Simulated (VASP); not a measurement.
A run of VASP 6.6.1 is set up as follows.

INCAR

```
PREC = Accurate ; ENCUT = 520
EDIFF = 1E-6 ; ISMEAR = 0
SIGMA = 0.1 ; LREAL = F
LASPH = T ; NELM = 150
ALGO = Normal ; ISIF = 2
LWAVE = F ; LCHARG = T
ISPIN = 2 ; MAGMOM = 0 0 1 1 0 0
LORBIT = 11 ; LMAXMIX = 4
GGA = PE ; LELF = T
LVHAR = T ; NBANDS = 42
```

File KPOINTS:

```
Automatic mesh
0
Gamma
  6 6 4
```

POSCAR

```
ZnCuO
1.0
    3.7002231074      0.0000000000      0.0000000000
    0.0000000000      3.7002231074      0.0000000000
    0.0000000000      0.0000000000      5.7106081002
Zn Cu O
2 2 2
Direct
    0.5000000000      0.0000000000      0.1387110273
    0.0000000000      0.5000000000      0.8612889727
    0.5000000000      0.0000000000      0.5729106927
    0.0000000000      0.5000000000      0.4270893073
    0.5000000000      0.5000000000      0.0000000000
    0.0000000000      0.0000000000      0.0000000000
```

Potentials or basis: VASP PAW PBE potentials, release 64 (Zn, Cu, O).

Command:

```console
$ cat potpaw_PBE.64/Zn/POTCAR potpaw_PBE.64/Cu/POTCAR potpaw_PBE.64/O/POTCAR > POTCAR
$ mpirun -np 1 vasp_std > vasp.out
```

Problem. Estimate the net moment.

Solution. 0.00 μB per cell.

Problem. Predict the pressure.

Solution. 0.8 GPa.

Problem. Estimate the largest force.

Solution. 0.086 eV/Å.

Problem. What does it give for the band gap on the k mesh?

Solution. Zero (filled and empty bands overlap).

Stress tensor (GPa, compression positive):
```
1.15 0.00 0.00
0.00 1.15 0.00
0.00 0.00 0.16
```

With open d or f shells a metallic result of PBE can be an artefact of self-interaction; +U or a hybrid may open a gap.
